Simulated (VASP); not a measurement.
# AgI (P6_3mc) in VASP: dielectric tensor with r2SCAN

Aim: the dielectric tensor of AgI with r2SCAN.

Everything below comes from runs of VASP 6.6.1. Logs are shortened: lines on timing, memory, paths and dates and some standing lists are left out, and cuts for length are marked.

## 1. The cell of the first run

It takes space group P6_3mc (No. 186, hexagonal). The conventional cell has a = 4.651 Å, b = 4.651 Å, c = 7.600 Å, α = 90.00°, β = 90.00°, γ = 120.00°. Ag (site symmetry 3m) has 4 I at 2.85 Å within 3.8 Å. I (site symmetry 3m) has 4 Ag at 2.85 Å within 3.8 Å.

## 2. Dielectric tensor, r2SCAN

Contents of INCAR:

```
PREC = Accurate
ENCUT = 440
EDIFF = 1E-8
ISMEAR = 0
SIGMA = 0.01
LREAL = F
LASPH = T
NELM = 120
ALGO = Normal
ISIF = 2
LWAVE = F
LCHARG = F
METAGGA = R2SCAN
LMIXTAU = T
LCALCEPS = T
GGA_COMPAT = F
```

Contents of KPOINTS:

```
regular mesh
0
Gamma
  6 6 4
```

Contents of POSCAR:

```
AgI
1.0
    4.6507453634      0.0000000000      0.0000000000
   -2.3253726817      4.0276636312      0.0000000000
    0.0000000000      0.0000000000      7.5997061756
Ag I
2 2
Direct
    0.6666666667      0.3333333333      0.6275234352
    0.3333333333      0.6666666667      0.1275234352
    0.6666666667      0.3333333333      0.0024765648
    0.3333333333      0.6666666667      0.5024765648
```

Potentials or basis: VASP PAW PBE potentials, release 64 (Ag, I).

Launch:

```sh
cat potpaw_PBE.64/Ag/POTCAR potpaw_PBE.64/I/POTCAR > POTCAR
mpirun -np 1 vasp_std > vasp.out
```

OUTCAR:

```text
PREC = Accurate
   ENCUT = 440
   EDIFF = 1E-8
   ISMEAR = 0
   LREAL = F
   LASPH = T
   NELM = 120
   ISIF = 2
   METAGGA = R2SCAN

 ion  position               nearest neighbor table
   1  0.667  0.333  0.628-   4 2.85   4 2.85   4 2.85   3 2.85
   2  0.333  0.667  0.128-   3 2.85   3 2.85   3 2.85   4 2.85
   3  0.667  0.333  0.002-   2 2.85   2 2.85   2 2.85   1 2.85
   4  0.333  0.667  0.502-   1 2.85   1 2.85   1 2.85   2 2.85

  LATTYP: Found a hexagonal cell.
 ALAT       =     4.6507453634
 C/A-ratio  =     1.6340834816

  Lattice vectors:

 A1 = (   4.6507453634,   0.0000000000,   0.0000000000)
 A2 = (  -2.3253726817,   4.0276636312,   0.0000000000)
 A3 = (   0.0000000000,   0.0000000000,   7.5997061756)

Analysis of symmetry for initial positions (statically):
=====================================================================
 Subroutine PRICEL returns:
 Original cell was already a primitive cell.

 Routine SETGRP: Setting up the symmetry group for a
 hexagonal supercell.

 Subroutine GETGRP returns: Found 12 space group operations
 (whereof  6 operations were pure point group operations)
 out of a pool of 24 trial point group operations.

The static configuration has the point symmetry C_3v.
 The point group associated with its full space group is C_6v.

Analysis of symmetry for dynamics (positions and initial velocities):
=====================================================================
 Subroutine PRICEL returns:
 Original cell was already a primitive cell.

 Routine SETGRP: Setting up the symmetry group for a
 hexagonal supercell.

 Subroutine GETGRP returns: Found 12 space group operations
 (whereof  6 operations were pure point group operations)
 out of a pool of 24 trial point group operations.

The dynamic configuration has the point symmetry C_3v.
 The point group associated with its full space group is C_6v.

 Subroutine INISYM returns: Found 12 space group operations
 (whereof  6 operations are pure point group operations),
 and found     1 'primitive' translations

----------------------------------------------------------------------------------------

                                     Primitive cell

  volume of cell :     142.3549

  direct lattice vectors                    reciprocal lattice vectors
     4.650745363  0.000000000  0.000000000     0.215019297  0.124141449  0.000000000
    -2.325372682  4.027663631  0.000000000     0.000000000  0.248282898  0.000000000
     0.000000000  0.000000000  7.599706176     0.000000000  0.000000000  0.131584035

  length of vectors
     4.650745363  4.650745363  7.599706176     0.248282898  0.248282898  0.131584035

  position of ions in fractional coordinates (direct lattice)
     0.666666667  0.333333333  0.627523435
     0.333333333  0.666666667  0.127523435
     0.666666667  0.333333333  0.002476565
     0.333333333  0.666666667  0.502476565

  ion indices of the primitive-cell ions
   primitive index   ion index
                 1           1
                 2           2
                 3           3
                 4           4

----------------------------------------------------------------------------------------

 KPOINTS: regular mesh

Automatic generation of k-mesh.
 Grid dimensions read from file:
 generate k-points for:    6    6    4

 Generating k-lattice:

  Cartesian coordinates                     Fractional coordinates (reciprocal lattice)
     0.035836550  0.020690242  0.000000000     0.166666667 -0.000000000  0.000000000
     0.000000000  0.041380483  0.000000000     0.000000000  0.166666667  0.000000000
     0.000000000  0.000000000  0.032896009     0.000000000  0.000000000  0.250000000

  Length of vectors
     0.041380483  0.041380483  0.032896009

  Shift w.r.t. Gamma in fractional coordinates (k-lattice)
     0.000000000  0.000000000  0.000000000

 Subroutine IBZKPT returns following result:
 ===========================================

 Found     21 irreducible k-points:

 Following reciprocal coordinates:
            Coordinates               Weight
  0.000000  0.000000  0.000000      1.000000
  0.166667  0.000000  0.000000      6.000000
  0.333333  0.000000  0.000000      6.000000
  0.500000  0.000000  0.000000      3.000000
  0.166667  0.166667  0.000000      6.000000
  0.333333  0.166667  0.000000     12.000000
[... 13 lines left out ...]
  0.333333  0.166667  0.500000     12.000000
  0.333333  0.333333  0.500000      2.000000
   k-points           NKPTS =     21   k-points in BZ     NKDIM =     21   number of bands    NBANDS=     22
   number of dos      NEDOS =    301   number of ions     NIONS =      4
   total plane-waves  NPLWV =  55296
   dimension x,y,z NGX =    32 NGY =   32 NGZ =   54
   dimension x,y,z NGXF=    64 NGYF=   64 NGZF=  108
   ions per type =               2   2
   NGX,Y,Z   is equivalent  to a cutoff of  11.44, 11.44, 11.81 a.u.
   NGXF,Y,Z  is equivalent  to a cutoff of  22.88, 22.88, 23.63 a.u.
 SYSTEM =  unknown system
   PREC   = accura    normal or accurate (medium, high low for compatibility)
   ISTART =      0    job   : 0-new  1-cont  2-samecut
   ICHARG =      2    charge: 1-file 2-atom 10-const
   ISPIN  =      1    spin polarized calculation?
   LNONCOLLINEAR =      F non collinear calculations
   LSORBIT =      F    spin-orbit coupling
   LASPH  =      T    aspherical Exc in radial PAW
   ENCUT  =  440.0 eV  32.34 Ry    5.69 a.u.   7.95  7.95 13.00*2*pi/ulx,y,z
   NELM   =    120;   NELMIN=  2; NELMDL= -5     # of ELM steps
   EDIFF  = 0.1E-07   stopping-criterion for ELM
   LREAL  =      F    real-space projection
   EDIFFG = 0.1E-06   stopping-criterion for IOM
   NSW    =      0    number of steps for IOM
   IBRION =     -1    ionic relax: 0-MD 1-quasi-New 2-CG
   NFREE  =      0    steps in history (QN), initial steepest desc. (CG)
   ISIF   =      2    stress and relaxation
   ISYM   =      2    0-nonsym 1-usesym 2-fastsym
   POTIM  = 0.5000    time-step for ionic-motion
   TEBEG  =    0.0;   TEEND  =   0.0 temperature during run
   PSTRESS=    0.0 pullay stress
   NELECT =      36.0000    total number of electrons
   NUPDOWN=      -1.0000    fix difference up-down
   EMIN   =  10.00;   EMAX   =-10.00  energy-range for DOS
   EFERMI =   0.00;   METHOD = LEGACY
   ISMEAR =     0;   SIGMA  =   0.01  broadening in eV -4-tet -1-fermi 0-gaus
   EFERMI_NEDOS =   21; number of points for ismear=-14 and -15
   IALGO  =     38    algorithm
   IMIX   =      4    mixing-type and parameters
     AMIX     =   0.40;   BMIX     =  1.00
     AMIX_MAG =   1.60;   BMIX_MAG =  1.00
  volume/ion in A,a.u.               =      35.59       240.16
  Fermi-wavevector in a.u.,A,eV,Ry     =   1.035265  1.956367 14.582362  1.071773
  Thomas-Fermi vector in A             =   2.169600
   LORBIT       =      0    0 simple, 1 ext, 2 COOP (PROOUT), +10 PAW based schemes
   METAGGA = R2SCAN    functional components
   LHFCALC =     F    Hartree Fock is set to
   AEXX    =    0.0000 exact exchange contribution
   IVDW    =     0    specifies the selected vdW correction
   LEPSILON=     F    determine dielectric tensor
   LRPA    =     F    only Hartree local field effects (RPA)
   LRPA       =     F
 non-spin polarized calculation
 Gauss-broadening in eV      SIGMA  =   0.01
  energy-cutoff  :      440.00
  volume of cell :      142.35
 maximum number of plane-waves:      3012
 NGX is ok and might be reduce to    32
   NGX = 15   NGY = 15   NGZ = 25

 Total electronic dipole moment: p[elc]=(    -0.00000     0.02776     3.10280 ) |e| Angst

 Total electronic dipole moment: p[elc]=(    -0.00000    -0.00000     3.10281 ) |e| Angst

 number of electron      36.0000003 magnetization

 Free energy of the ion-electron system (eV)
  ---------------------------------------------------
  ext. energy  EPLUGINS =         0.00000000
  ---------------------------------------------------
  free energy    TOTEN  =       -93.08177798 eV

  energy without entropy =      -93.08177798  energy(sigma->0) =      -93.08177798

 E-fermi :   2.4927     XC(G=0):  -8.7515

 val. band max:        2.4504335974   @ k =   0.0000   0.0000   0.0000
 cond. band min:   10000.0000000000   @ k =   0.0000   0.0000   0.0000
 fundamental gap:   9997.5495664026
 Fermi energy:         2.4926655144

 k-point     1 :       0.0000    0.0000    0.0000
  band No.  band energies     occupation
      1     -10.5440      2.00000
      2     -10.2699      2.00000
      3      -1.6319      2.00000
      4      -1.6307      2.00000
      5      -1.6307      2.00000
      6      -1.5295      2.00000
[... 14 lines left out ...]
     21   10000.0000      0.00000
     22   10000.0000      0.00000

 k-point     2 :       0.1667    0.0000    0.0000
  band No.  band energies     occupation
      1     -10.4851      2.00000
      2     -10.2413      2.00000
      3      -1.6760      2.00000
      4      -1.5915      2.00000
      5      -1.5866      2.00000
      6      -1.4947      2.00000
[... 14 lines left out ...]
     21   10000.0000      0.00000
     22   10000.0000      0.00000

 k-point     3 :       0.3333    0.0000    0.0000
  band No.  band energies     occupation
      1     -10.3539      2.00000
      2     -10.1925      2.00000
      3      -1.7319      2.00000
      4      -1.5801      2.00000
      5      -1.5032      2.00000
      6      -1.3864      2.00000
[... 14 lines left out ...]
     21   10000.0000      0.00000
     22   10000.0000      0.00000
[... 476 lines left out ...]
 k-point    23 :      -0.3333    0.3333    0.0000
  band No.  band energies     occupation
      1     -10.3539      2.00000
      2     -10.1925      2.00000
      3      -1.7319      2.00000
      4      -1.5801      2.00000
      5      -1.5032      2.00000
      6      -1.3864      2.00000
[... 14 lines left out ...]
     21   10000.0000      0.00000
     22   10000.0000      0.00000

 k-point    24 :      -0.5000    0.5000    0.0000
  band No.  band energies     occupation
      1     -10.2724      2.00000
      2     -10.1814      2.00000
      3      -1.7191      2.00000
      4      -1.5924      2.00000
      5      -1.4656      2.00000
      6      -1.2779      2.00000
[... 14 lines left out ...]
     21   10000.0000      0.00000
     22   10000.0000      0.00000

 [... further k-points ...]

------------------------ aborting loop because EDIFF is reached ----------------------------------------

            Ionic dipole moment: p[ion]=(     0.00000     0.00000   -46.81277 ) |e| Angst

 Total electronic dipole moment: p[elc]=(     0.00000     0.00000     3.13121 ) |e| Angst

 MACROSCOPIC STATIC DIELECTRIC TENSOR (including local field effects)
 ------------------------------------------------------
           4.528865     0.000000     0.000000
           0.000000     4.528865     0.000000
           0.000000     0.000000     4.609742
 ------------------------------------------------------

 PIEZOELECTRIC TENSOR (including local field effects) (e Angst)
          XX          YY          ZZ          XY          YZ          ZX
  --------------------------------------------------------------------------------
  x     0.00000     0.00000     0.00000     0.00000    -0.00000     1.46087
  y    -0.00000     0.00000     0.00000    -0.00000     1.46087     0.00000
  z     1.39619     1.39619    -2.95175     0.00000     0.00000     0.00000

 PIEZOELECTRIC TENSOR (including local field effects) (C/m^2)
          XX          YY          ZZ          XY          YZ          ZX
  --------------------------------------------------------------------------------
  x     0.00000     0.00000     0.00000     0.00000    -0.00000     0.16442
  y    -0.00000     0.00000     0.00000    -0.00000     0.16442     0.00000
  z     0.15714     0.15714    -0.33221     0.00000     0.00000     0.00000

 BORN EFFECTIVE CHARGES (including local field effects) (in |e|, cummulative output)
 ---------------------------------------------------------------------------------
 ion    1
    1     1.19291     0.00000     0.00000
    2     0.00000     1.19291     0.00000
    3     0.00000     0.00000     1.23277
 ion    2
    1     1.19291    -0.00000     0.00000
    2     0.00000     1.19291    -0.00000
    3     0.00000     0.00000     1.23277
 ion    3
    1    -1.19291     0.00000     0.00000
    2     0.00000    -1.19291    -0.00000
    3     0.00000     0.00000    -1.23277
 ion    4
    1    -1.19291     0.00000     0.00000
    2     0.00000    -1.19291     0.00000
    3     0.00000    -0.00000    -1.23277

  FORCE on cell =-STRESS in cart. coord.  units (eV):
  Direction    XX          YY          ZZ          XY          YZ          ZX
  --------------------------------------------------------------------------------------
  -------------------------------------------------------------------------------------
  Total       -0.0857842     -0.0857842     -0.0871638      0.0000000     -0.0000000      0.0000000
  in kB       -0.9654842     -0.9654842     -0.9810122      0.0000000     -0.0000000      0.0000000
  external PRESSURE =      -0.9706602 kB  Pullay stress =       0.0000000 kB

 VOLUME and BASIS-vectors are now :
 -----------------------------------------------------------------------------
  energy-cutoff  :      440.00
  volume of cell :      142.35
      direct lattice vectors                 reciprocal lattice vectors
     4.650745363  0.000000000  0.000000000     0.215019297  0.124141449  0.000000000
    -2.325372682  4.027663631  0.000000000     0.000000000  0.248282898  0.000000000
     0.000000000  0.000000000  7.599706176     0.000000000  0.000000000  0.131584035

 POSITION                                       TOTAL-FORCE (eV/Angst)
 -----------------------------------------------------------------------------------
      2.32537      1.34255      4.76899         0.000000     -0.000000     -0.000763
     -0.00000      2.68511      0.96914        -0.000000      0.000000     -0.000763
      2.32537      1.34255      0.01882        -0.000000     -0.000000      0.000763
     -0.00000      2.68511      3.81867         0.000000      0.000000      0.000763
 -----------------------------------------------------------------------------------
    total drift:                               -0.000000      0.000000      0.005071

  FREE ENERGIE OF THE ION-ELECTRON SYSTEM (eV)
  ---------------------------------------------------
  free  energy   TOTEN  =       -93.0817779776 eV

  energy  without entropy=      -93.0817779776  energy(sigma->0) =      -93.08177798
```

Run time: 63 min. Hardware: 1 thread of Intel Xeon Platinum 8488C (Sapphire Rapids), shared host; peak memory 0.84 GiB.

Results:

| Item | Value |
| --- | --- |
| Band gap on the k mesh | 1.83 eV |
| Electronic dielectric tensor (diagonal) | 4.53, 4.53, 4.61 |
| Born charges (mean of the diagonal) | Ag +1.21; I -1.21 e |

Levels at points of the mesh, in eV from the valence-band top:
| k point | band 16 | band 17 | band 18 | band 19 | band 20 | band 21 |
| --- | --- | --- | --- | --- | --- | --- |
| (0.00, 0.00, 0.00) | -0.06 | 0.00 | 0.00 | 1.83 | 3.10 | 6.29 |
| (0.50, 0.00, 0.00) | -1.70 | -0.97 | -0.68 | 3.76 | 3.98 | 5.14 |
| (0.00, 0.00, 0.50) | -0.35 | -0.35 | -0.35 | 3.10 | 3.10 | 6.03 |
| (0.50, 0.00, 0.50) | -1.18 | -1.17 | -1.17 | 3.68 | 3.68 | 5.28 |

Electronic dielectric tensor:
```
4.53 0.00 0.00
0.00 4.53 0.00
0.00 0.00 4.61
```

Born effective charge tensors (e):
atom 1, Ag
```
1.19 0.00 0.00
0.00 1.19 0.00
0.00 0.00 1.23
```
atom 2, Ag
```
1.19 0.00 0.00
0.00 1.19 0.00
0.00 0.00 1.23
```
atom 3, I
```
-1.19  0.00  0.00
 0.00 -1.19  0.00
 0.00  0.00 -1.23
```
atom 4, I
```
-1.19  0.00  0.00
 0.00 -1.19  0.00
 0.00  0.00 -1.23
```

Dipole moments of the cell (e·Å, modulo the quantum): ionic 0.000, 0.000, -46.813; electronic 0.000, 0.000, 3.131

Caveat: the PAW data sets were made with another functional, which shifts forces and pressure a little; spin-orbit coupling is left out, which moves the levels of the heavy elements. r2SCAN opens gaps a little over a GGA but as a rule still falls short of measured ones.
